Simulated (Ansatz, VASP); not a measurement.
GaAs in VASP and in Ansatz

```xyz
2
Lattice="0.0000 2.8331 2.8331 2.8331 0.0000 2.8331 2.8331 2.8331 0.0000" Properties=species:S:1:pos:R:3 pbc="T T T"
Ga    0.0000    0.0000    0.0000
As    1.4165    1.4165    1.4165
```

Alike in both runs: task single point; functional r2SCAN50; k mesh 4 × 4 × 4; no spin polarisation.

|  | VASP | Ansatz |
| --- | --- | --- |
| version | VASP 6.6.1 | Ansatz 0.2.0 |
| potentials or method | VASP PAW PBE potentials, release 64 (Ga_d, As) | plane waves |
| plane-wave cutoff (eV) | 520 | 500 |
| occupations | gaussian, width 0.01 eV | fixed |
| valence electrons in the cell | 18 | 28 |

VASP gave:

* gap on the k mesh at the Fermi level (eV): 3.87
* pressure (GPa): -2.6

Problem. Estimate Ansatz's values.

Solution. gap on the k mesh at the Fermi level (eV): 3.78; pressure (GPa): -1.9.

VASP's potentials were made for PBE, not for r2SCAN50. VASP's potentials hold 18 valence electrons a cell and Ansatz's 28, so a difference there can come from the potentials and not from the codes. Ansatz's warnings: stress exchange threshold loose, stress scf threshold loose.

The k mesh is coarse, so the values compare programs but aren't converged.
